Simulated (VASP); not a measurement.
Write the native input for VASP 6.6.1 that does the following.

| Property | Result |
| --- | --- |
| Task | single point |
| Functional | PBE |
| Potentials or basis | VASP PAW PBE potentials, release 64 (Al, Zn, O) |
| Cutoff | 520 eV |
| k mesh | 18 × 18 × 18 |
| Occupations | gaussian, width 0.1 eV |
| Spin | no spin polarisation |
| Dipole correction | no |
| Further INCAR settings | ALGO = Normal; EDIFF = 1e-06; NBANDS = 24 |

The structure of AlZn2O lies in POSCAR:

```
AlZn2O
1.0
    1.5140659231      0.8741463683      6.7632833171
   -1.5140659231      0.8741463683      6.7632833171
    0.0000000000     -1.7482927365      6.7632833171
Al Zn O
1 2 1
Direct
    0.0000000000      0.0000000000      0.0000000000
    0.7688692411      0.7688692411      0.7688692411
    0.2311307589      0.2311307589      0.2311307589
    0.5000000000      0.5000000000      0.5000000000
```

These files were run (other wordings do the same):

INCAR

```
ALGO = Normal ; EDIFF = 1E-6
ENCUT = 520 ; GGA = PE
ISIF = 2 ; ISMEAR = 0
LASPH = True ; LCHARG = False
LREAL = False ; LWAVE = False
NBANDS = 24 ; NELM = 100
PREC = Accurate ; SIGMA = 0.1
```

KPOINTS

```
k-points
0
Gamma
  18 18 18
```

Potentials or basis: VASP PAW PBE potentials, release 64 (Al, Zn, O).

Run with:

```bash
$ cat potpaw_PBE.64/Al/POTCAR potpaw_PBE.64/Zn/POTCAR potpaw_PBE.64/O/POTCAR > POTCAR
$ mpirun -np 1 vasp_std > vasp.out
```

It gave:

- Pressure: 0.4 GPa
- Largest force: 0.045 eV/Å

Caveat: an odd number of electrons without spin polarisation forces a metal; a magnetic or distorted state may lie lower.

Run time: 37 min on 1 thread of AMD EPYC 9R45 96-Core Processor (Zen 5) (shared host), peak memory 0.9 GiB.
